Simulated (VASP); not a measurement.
Write the native input for VASP 6.6.1 that does the following.

* Task: single point
* Functional: PBE
* Potentials or basis: VASP PAW PBE potentials, release 64 (As)
* Cutoff: 520 eV
* k mesh: 4 × 4 × 4
* Occupations: fermi-dirac, width 0.1 eV
* Spin: no spin polarisation
* Dipole correction: no
* Further INCAR settings: ALGO = Normal; EDIFF = 1e-06; NBANDS = 12

The structure of As lies in POSCAR:

```
As
1.0
    1.9036109523      1.0990502958      3.6081612956
   -1.9036109523      1.0990502958      3.6081612956
    0.0000000000     -2.1981005915      3.6081612956
As
2
Direct
    0.7737100447      0.7737100447      0.7737100447
    0.2262899553      0.2262899553      0.2262899553
```

One way to write it, as run:

INCAR

```
PREC = Accurate ; ENCUT = 520
EDIFF = 1E-6 ; ISMEAR = -1
SIGMA = 0.1 ; LREAL = False
LASPH = True ; NELM = 80
ALGO = Normal ; ISIF = 2
LWAVE = False ; LCHARG = True
GGA = PE ; LELF = True
LVHAR = True ; NBANDS = 12
```

KPOINTS

```
Automatic mesh
0
Gamma
  4 4 4
```

Potentials or basis: VASP PAW PBE potentials, release 64 (As).

Run with:

```console
$ cat potpaw_PBE.64/As/POTCAR > POTCAR
$ mpirun -np 1 vasp_std > vasp.out
```

It gave:

```json
{
  "Pressure": "0.1 GPa",
  "Largest force": "0.263 eV/Å"
}
```

Caveat: the k points lie up to 0.50 Å⁻¹ apart.

It took 12 s on 1 thread of Intel Xeon 8259CL, with other jobs on the host, peak memory 0.16 GiB.
